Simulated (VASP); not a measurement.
Set up this calculation in VASP 6.6.1, as the native input.

```
Task                   : single point
Functional             : LDA
Potentials or basis    : VASP PAW LDA potentials, release 64 (Zn, Cu)
Cutoff                 : 520 eV
k mesh                 : 15 × 15 × 1
Occupations            : fermi-dirac, width 0.08 eV
Spin                   : no spin polarisation
Dipole correction      : yes
Further INCAR settings : ALGO = Normal; EDIFF = 1e-06; NBANDS = 30
```

The structure of ZnCu3 (Cu (100), 4 layers) lies in POSCAR:

```
ZnCu3
1.0
    2.4874897871      0.0000000000      0.0000000000
    0.0000000000      2.4874897871      0.0000000000
    0.0000000000      0.0000000000     21.2768000000
Zn Cu
1 3
Direct
    0.2500000000      0.2500000000      0.3779490877
    0.7500000000      0.7500000000      0.4582979167
    0.2500000000      0.2500000000      0.5417020740
    0.7500000000      0.7500000000      0.6220509211
```

One way to write it, as run:

INCAR

```
SYSTEM = ZnCu3
PREC = Accurate
ENCUT = 520
EDIFF = 1E-6
ISMEAR = -1
SIGMA = 0.08
LREAL = .False.
LASPH = .True.
NELM = 80
ALGO = Normal
ISIF = 2
LWAVE = .False.
LCHARG = .False.
LDIPOL = .True.
IDIPOL = 3
DIPOL = 0.5 0.5 0.500
GGA = CA
NBANDS = 30
```

KPOINTS

```
Automatic mesh
0
Gamma
  15 15 1
  0 0 0
```

Potentials or basis: VASP PAW LDA potentials, release 64 (Zn, Cu).

The run is started by

```console
$ cat potpaw_LDA.64/Zn/POTCAR potpaw_LDA.64/Cu/POTCAR > POTCAR
$ mpirun -np 1 vasp_std > vasp.out
```

Results of the run:

| Item | Value |
| --- | --- |
| Largest force | 0.650 eV/Å |

Wall time 3.8 min on 1 thread of Oxide Virtual Turin-like Processor, with other jobs on the host, peak memory 0.24 GiB.
